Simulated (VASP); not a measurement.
Al: single point with PBEsol

The system is Al.

```
CELL_PARAMETERS angstrom
0.00000 1.95232 1.95232
1.95232 0.00000 1.95232
1.95232 1.95232 0.00000
ATOMIC_POSITIONS crystal
Al 0.00000 0.00000 0.00000
```

This cell differs from its parent crystal: volume scaled by 0.92.

```yaml
Program: VASP 6.6.1
Task: single point
Functional: PBEsol
Potentials_or_basis: VASP PAW PBE potentials, release 64 (Al)
Cutoff: 520 eV
k_mesh: 16 × 16 × 16
Occupations: fermi-dirac, width 0.1 eV
Spin: no spin polarisation
```

- Pressure: 8.5 GPa

Levels at points of the mesh, in eV from the Fermi level:
| k point | band 1 | band 2 | band 3 | band 4 |
| --- | --- | --- | --- | --- |
| (0.00, 0.00, 0.00) | -11.89 | 13.15 | 13.15 | 13.15 |
| (0.50, 0.00, 0.00) | -5.04 | -4.55 | 11.89 | 11.89 |
| (0.50, 0.50, 0.00) | -3.20 | -1.68 | 5.24 | 6.06 |

It took 28 s on 1 thread of AMD EPYC 7R13, with other jobs on the host, peak memory 0.11 GiB.

Caveat: the PAW data sets were made with another functional, which shifts forces and pressure a little.
